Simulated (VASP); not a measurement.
# Ni in VASP: a series of runs

The runs below take Ni through electric field gradients, with LDA.

Program: VASP 6.6.1. These are calculated values, not measurements. Logs are shortened: lines on timing, memory, paths and dates and some standing lists are left out, and cuts for length are marked.

### Step 1. The cell of the first run

The structure is tetragonal, space group I4/mmm (No. 139). The conventional cell has a = 2.500 Å, b = 2.500 Å, c = 3.642 Å, α = 90.00°, β = 90.00°, γ = 90.00°. Within 3.3 Å of Ni (site symmetry 4/mmm) lie 12 Ni at 2.50 to 2.54 Å.

### Step 2. Electric field gradients, LDA, collinear spin, ferromagnetic start (zz strain of +3 %)

Input file INCAR:

```
  ALGO = Normal
  EDIFF = 1E-8
  ENCUT = 520
  GGA = CA
  GGA_COMPAT = F
  ISIF = 2
  ISMEAR = -1
  ISPIN = 2
  LASPH = T
  LCHARG = F
  LEFG = T
  LMAXMIX = 4
  LORBIT = 11
  LREAL = F
  LWAVE = F
  MAGMOM = 1.5
  NBANDS = 15
  NELM = 200
  PREC = Accurate
  SIGMA = 0.05
```

Input file KPOINTS:

```
k-points
0
Gamma
  20 20 20
```

Input file POSCAR:

```
Ni
1.0
    0.0000000000      1.7679500000      1.8209885000
    1.7679500000      0.0000000000      1.8209885000
    1.7679500000      1.7679500000      0.0000000000
Ni
1
Direct
    0.0000000000      0.0000000000      0.0000000000
```

Potentials or basis: VASP PAW LDA potentials, release 64 (Ni).

Launch:

```bash
> cat potpaw_LDA.64/Ni/POTCAR > POTCAR
> mpirun -np 1 vasp_std > vasp.out
```

OUTCAR:

```text
EDIFF = 1E-8
   ENCUT = 520
   GGA = CA
   ISIF = 2
   ISMEAR = -1
   ISPIN = 2
   LASPH = T
   LORBIT = 11
   LREAL = F
   NELM = 200
   PREC = Accurate

 ion  position               nearest neighbor table
   1  0.000  0.000  0.000-

  LATTYP: Found a body centered tetragonal cell.
 ALAT       =     2.5002588676
 C/A-ratio  =     1.4566399692

  Lattice vectors:

 A1 = (  -1.7679500000,   0.0000000000,   1.8209885000)
 A2 = (   1.7679500000,   0.0000000000,   1.8209885000)
 A3 = (   0.0000000000,   1.7679500000,  -1.8209885000)

Analysis of symmetry for initial positions (statically):
=====================================================================
 Subroutine PRICEL returns:
 Original cell was already a primitive cell.

 Routine SETGRP: Setting up the symmetry group for a
 body centered tetragonal supercell.

 Subroutine GETGRP returns: Found 16 space group operations
 (whereof 16 operations were pure point group operations)
 out of a pool of 16 trial point group operations.

The static configuration has the point symmetry D_4h.

Analysis of symmetry for dynamics (positions and initial velocities):
=====================================================================
 Subroutine PRICEL returns:
 Original cell was already a primitive cell.

 Routine SETGRP: Setting up the symmetry group for a
 body centered tetragonal supercell.

 Subroutine GETGRP returns: Found 16 space group operations
 (whereof 16 operations were pure point group operations)
 out of a pool of 16 trial point group operations.

The dynamic configuration has the point symmetry D_4h.

Analysis of structural, dynamic, and magnetic symmetry:
=====================================================================
 Subroutine PRICEL returns:
 Original cell was already a primitive cell.

 Routine SETGRP: Setting up the symmetry group for a
 body centered tetragonal supercell.

 Subroutine GETGRP returns: Found 16 space group operations
 (whereof 16 operations were pure point group operations)
 out of a pool of 16 trial point group operations.

The overall configuration has the point symmetry D_4h.

 Subroutine INISYM returns: Found 16 space group operations
 (whereof 16 operations are pure point group operations),
 and found     1 'primitive' translations

----------------------------------------------------------------------------------------

                                     Primitive cell

  volume of cell :      11.3835

  direct lattice vectors                    reciprocal lattice vectors
     0.000000000  1.767950000  1.820988500    -0.282813428  0.282813428  0.274576144
     1.767950000  0.000000000  1.820988500     0.282813428 -0.282813428  0.274576144
     1.767950000  1.767950000  0.000000000     0.282813428  0.282813428 -0.274576144

  length of vectors
     2.538039858  2.538039858  2.500258868     0.485138051  0.485138051  0.485138051

  position of ions in fractional coordinates (direct lattice)
     0.000000000  0.000000000  0.000000000

  ion indices of the primitive-cell ions
   primitive index   ion index
                 1           1

----------------------------------------------------------------------------------------

 KPOINTS: k-points

Automatic generation of k-mesh.
 Grid dimensions read from file:
 generate k-points for:   20   20   20

 Generating k-lattice:

  Cartesian coordinates                     Fractional coordinates (reciprocal lattice)
    -0.014140671  0.014140671  0.013728807     0.050000000  0.000000000  0.000000000
     0.014140671 -0.014140671  0.013728807     0.000000000  0.050000000  0.000000000
     0.014140671  0.014140671 -0.013728807     0.000000000  0.000000000  0.050000000

  Length of vectors
     0.024256903  0.024256903  0.024256903

  Shift w.r.t. Gamma in fractional coordinates (k-lattice)
     0.000000000  0.000000000  0.000000000
[... 63 lines left out ...]
   NUPDOWN=      -1.0000    fix difference up-down
   EMIN   =  10.00;   EMAX   =-10.00  energy-range for DOS
   EFERMI =   0.00;   METHOD = LEGACY
   ISMEAR =    -1;   SIGMA  =   0.05  broadening in eV -4-tet -1-fermi 0-gaus
   EFERMI_NEDOS =   21; number of points for ismear=-14 and -15
   IALGO  =     38    algorithm
   IMIX   =      4    mixing-type and parameters
     AMIX     =   0.40;   BMIX     =  1.00
     AMIX_MAG =   1.60;   BMIX_MAG =  1.00
  volume/ion in A,a.u.               =      11.38        76.82
  Fermi-wavevector in a.u.,A,eV,Ry     =   1.567891  2.962884 33.446946  2.458281
  Thomas-Fermi vector in A             =   2.670003
   LORBIT       =     11    0 simple, 1 ext, 2 COOP (PROOUT), +10 PAW based schemes
   GGA     = CA    functional components
   LHFCALC =     F    Hartree Fock is set to
   AEXX    =    0.0000 exact exchange contribution
   IVDW    =     0    specifies the selected vdW correction
   LEPSILON=     F    determine dielectric tensor
   LRPA    =     F    only Hartree local field effects (RPA)
 spin polarized calculation
  energy-cutoff  :      520.00
  volume of cell :       11.38
 maximum number of plane-waves:       320
   NGX =  9   NGY =  9   NGZ =  9

 number of electron      10.0000001 magnetization       0.6156550

 Free energy of the ion-electron system (eV)
  ---------------------------------------------------
  ext. energy  EPLUGINS =         0.00000000
  ---------------------------------------------------
  free energy    TOTEN  =        -6.47210830 eV

  energy without entropy =       -6.45606315  energy(sigma->0) =       -6.46408573

 E-fermi :   8.3897     XC(G=0): -13.3461

 val. band max:        8.3889399537   @ k =  -0.4500  -0.0000   0.4500
 cond. band min:       8.3909552443   @ k =   0.3500   0.0500   0.1500
 fundamental gap:      0.0020152906
 Fermi energy:         8.3896899339

 spin component 1

 k-point     1 :       0.0000    0.0000    0.0000
  band No.  band energies     occupation
      1      -0.2771      1.00000
      2       6.0386      1.00000
      3       6.2144      1.00000
      4       6.2144      1.00000
      5       7.1351      1.00000
      6       7.3221      1.00000
      7      31.8185      0.00000
      8      35.0461      0.00000
      9      35.2743      0.00000
     10      35.2743      0.00000
     11      37.9927      0.00000
     12      37.9927      0.00000
     13      38.1328      0.00000
     14      41.2586      0.00000
[... 403 lines left out ...]
      4       6.4023      1.00000
      5       7.5554      1.00000
      6       7.9170      0.99992
      7      17.1729      0.00000
      8      29.0586      0.00000
      9      32.1508      0.00000
     10      33.8337      0.00000
     11      35.9803      0.00000
     12      37.0179      0.00000
     13      40.9300      0.00000
     14      47.6525      0.00000
     15      49.2793      0.00000

 [... further k-points ...]

 spin component 2

 k-point     1 :       0.0000    0.0000    0.0000
  band No.  band energies     occupation
      1      -0.2389      1.00000
      2       6.6656      1.00000
      3       6.8409      1.00000
      4       6.8409      1.00000
      5       7.7142      1.00000
      6       7.9016      0.99994
      7      31.7936      0.00000
      8      35.0867      0.00000
      9      35.3322      0.00000
     10      35.3322      0.00000
     11      38.1460      0.00000
     12      38.1460      0.00000
     13      38.3025      0.00000
     14      41.2304      0.00000
[... 403 lines left out ...]
      4       6.9345      1.00000
      5       8.1976      0.97899
      6       8.5360      0.05085
      7      17.4194      0.00000
      8      29.1369      0.00000
      9      32.1856      0.00000
     10      33.9597      0.00000
     11      36.0897      0.00000
     12      37.1158      0.00000
     13      41.0547      0.00000
     14      47.7665      0.00000
     15      49.4750      0.00000

 [... further k-points ...]

------------------------ aborting loop because EDIFF is reached ----------------------------------------

  FORCE on cell =-STRESS in cart. coord.  units (eV):
  Direction    XX          YY          ZZ          XY          YZ          ZX
  --------------------------------------------------------------------------------------
  -------------------------------------------------------------------------------------
  Total       -1.5849818     -1.5849818     -1.8063992      0.0000000      0.0000000      0.0000000
  in kB     -223.0785003   -223.0785003   -254.2419208      0.0000000      0.0000000      0.0000000
  external PRESSURE =    -233.4663072 kB  Pullay stress =       0.0000000 kB

 VOLUME and BASIS-vectors are now :
 -----------------------------------------------------------------------------
  energy-cutoff  :      520.00
  volume of cell :       11.38
      direct lattice vectors                 reciprocal lattice vectors
     0.000000000  1.767950000  1.820988500    -0.282813428  0.282813428  0.274576144
     1.767950000  0.000000000  1.820988500     0.282813428 -0.282813428  0.274576144
     1.767950000  1.767950000  0.000000000     0.282813428  0.282813428 -0.274576144

 POSITION                                       TOTAL-FORCE (eV/Angst)
 -----------------------------------------------------------------------------------
      0.00000      0.00000      0.00000        -0.000000      0.000000     -0.000000
 -----------------------------------------------------------------------------------
    total drift:                                0.000000     -0.000000      0.000000

  FREE ENERGIE OF THE ION-ELECTRON SYSTEM (eV)
  ---------------------------------------------------
  free  energy   TOTEN  =        -6.4721083014 eV

  energy  without entropy=       -6.4560631488  energy(sigma->0) =       -6.46408573

 Electric field gradients (V/A^2)
---------------------------------------------------------------------
 ion       V_xx      V_yy      V_zz      V_xy      V_xz      V_yz
---------------------------------------------------------------------
   1      -0.975    -0.975     1.951    -0.003     0.000     0.000
---------------------------------------------------------------------

 Electric field gradients after diagonalization (V/A^2)
 (convention: |V_zz| > |V_xx| > |V_yy|)
----------------------------------------------------------------------
 ion       V_xx      V_yy      V_zz     asymmetry (V_yy - V_xx)/ V_zz
----------------------------------------------------------------------
   1      -0.979    -0.972     1.951       0.003
----------------------------------------------------------------------

           NMR quadrupolar parameters

 Cq : quadrupolar parameter    Cq=e*Q*V_zz/h
 eta: asymmetry parameters     (V_yy - V_xx)/ V_zz
 Q  : nuclear electric quadrupole moment in mb (millibarn)
----------------------------------------------------------------------
 ion       Cq(MHz)       eta       Q (mb)
----------------------------------------------------------------------
   1       0.005       0.003       1.000
----------------------------------------------------------------------

 total charge

# of ion       s       p       d       tot
------------------------------------------
    1        0.481   0.457   8.307   9.245

 magnetization (x)

# of ion       s       p       d       tot
------------------------------------------
    1       -0.005  -0.018   0.647   0.624
```

Wall time 3.5 min (1 thread of Intel Xeon Platinum 8488C (Sapphire Rapids), shared host); peak memory 0.26 GiB.

What came out:

```
Free energy                                           : -6.4721 eV
Pressure                                              : -23.3 GPa
Net moment                                            : 0.62 μB per cell
Site moments                                          : Ni +0.62 μB
Largest electric field gradient by atom               : Ni +2.0 V/Å²
Valence electrons inside the program's atomic spheres : Ni 9.24
```

Electric field gradients, principal values (V/Å²):
| atom | least | middle | greatest (by size) |
| --- | --- | --- | --- |
| 1 Ni | -0.972 | -0.979 | 1.951 |

Caveat: the cell differs from its parent crystal (zz strain of +3 %); the cell stands under tension; without QUAD_EFG the Cq values of the log hold for a quadrupole moment of 1 mb, not for the nuclei.

### Step 3. Electric field gradients, LDA, collinear spin, ferromagnetic start (equal xy, yz and zx shear strains of -1 %)

Input file INCAR:

```
PREC     = Accurate       # precision mode
ENCUT    = 520            # plane-wave cutoff, eV
EDIFF    = 1E-8           # SCF threshold, eV
ISMEAR   = -1             # smearing method
SIGMA    = 0.05           # smearing width, eV
LREAL    = F              # projectors in reciprocal space
LASPH    = T              # aspherical terms in the spheres
NELM     = 150            # most SCF steps
ALGO     = Normal         # electronic algorithm
ISIF     = 2              # what is computed and relaxed
LWAVE    = F              # write WAVECAR
LCHARG   = F              # write CHGCAR
ISPIN    = 2              # spin polarisation
MAGMOM   = 1.5            # initial moments
LORBIT   = 11             # projections on sites
LMAXMIX  = 4              # l up to which the mixer works
LEFG     = T            
NBANDS   = 15             # bands
```

Input file KPOINTS:

```
Automatic mesh
0
Gamma
  20 20 20
```

Input file POSCAR:

```
Ni
1.0
   -0.0176795000      1.7591102500      1.7591102500
    1.7591102500     -0.0176795000      1.7591102500
    1.7591102500      1.7591102500     -0.0176795000
Ni
1
Direct
    0.0000000000      0.0000000000      0.0000000000
```

Potentials or basis: VASP PAW LDA potentials, release 64 (Ni).

Launch:

```bash
> cat potpaw_LDA.64/Ni/POTCAR > POTCAR
> mpirun -np 1 vasp_std > vasp.out
```

OUTCAR:

```text
PREC = Accurate
   ENCUT = 520
   EDIFF = 1E-8
   ISMEAR = -1
   LREAL = F
   LASPH = T
   NELM = 150
   ISIF = 2
   ISPIN = 2
   LORBIT = 11

 ion  position               nearest neighbor table
   1  0.000  0.000  0.000-

  LATTYP: Found a trigonal (rhomboedric) cell.
 ALAT       =     2.4878203930
 COS(alpha) =     0.4899250057

  Lattice vectors:

 A1 = (  -0.0176795000,   1.7591102500,   1.7591102500)
 A2 = (   1.7591102500,  -0.0176795000,   1.7591102500)
 A3 = (   1.7591102500,   1.7591102500,  -0.0176795000)

Analysis of symmetry for initial positions (statically):
[... 1096 lines left out ...]
 ion       V_xx      V_yy      V_zz      V_xy      V_xz      V_yz
---------------------------------------------------------------------
   1      -0.000    -0.000    -0.000     0.163     0.163     0.163
---------------------------------------------------------------------

 Electric field gradients after diagonalization (V/A^2)
 (convention: |V_zz| > |V_xx| > |V_yy|)
----------------------------------------------------------------------
 ion       V_xx      V_yy      V_zz     asymmetry (V_yy - V_xx)/ V_zz
----------------------------------------------------------------------
   1      -0.163    -0.163     0.326       0.000
----------------------------------------------------------------------

           NMR quadrupolar parameters

 Cq : quadrupolar parameter    Cq=e*Q*V_zz/h
 eta: asymmetry parameters     (V_yy - V_xx)/ V_zz
 Q  : nuclear electric quadrupole moment in mb (millibarn)
----------------------------------------------------------------------
 ion       Cq(MHz)       eta       Q (mb)
----------------------------------------------------------------------
   1       0.001       0.000       1.000
----------------------------------------------------------------------

 total charge

# of ion       s       p       d       tot
------------------------------------------
    1        0.493   0.482   8.318   9.293

 magnetization (x)

# of ion       s       p       d       tot
------------------------------------------
    1       -0.005  -0.018   0.640   0.617
```

stdout:

```text
POSCAR found type information on POSCAR Ni
 POSCAR found :  1 types and       1 ions
 scaLAPACK will be used
 LDA part: xc-table for (Slater(with rela. corr.)+CA(PZ))
 , standard interpolation
 POSCAR, INCAR and KPOINTS ok, starting setup
 FFT: planning ... GRIDC
 FFT: planning ... GRID_SOFT
 FFT: planning ... GRID
 WAVECAR not read
 entering main loop
ion   1
```

It took 2.1 min on 1 thread of Intel Xeon 6975P-C (Granite Rapids), shared host; peak memory 0.29 GiB.

What came out:

```
Free energy                                           : -6.5175 eV
Pressure                                              : -19.2 GPa
Net moment                                            : 0.61 μB per cell
Site moments                                          : Ni +0.62 μB
Largest electric field gradient by atom               : Ni +0.3 V/Å²
Valence electrons inside the program's atomic spheres : Ni 9.29
```

Electric field gradients, principal values (V/Å²):
| atom | least | middle | greatest (by size) |
| --- | --- | --- | --- |
| 1 Ni | -0.163 | -0.163 | 0.326 |

Caveat: the cell differs from its parent crystal (equal xy, yz and zx shear strains of -1 %); the cell stands under tension; without QUAD_EFG the Cq values of the log hold for a quadrupole moment of 1 mb, not for the nuclei.
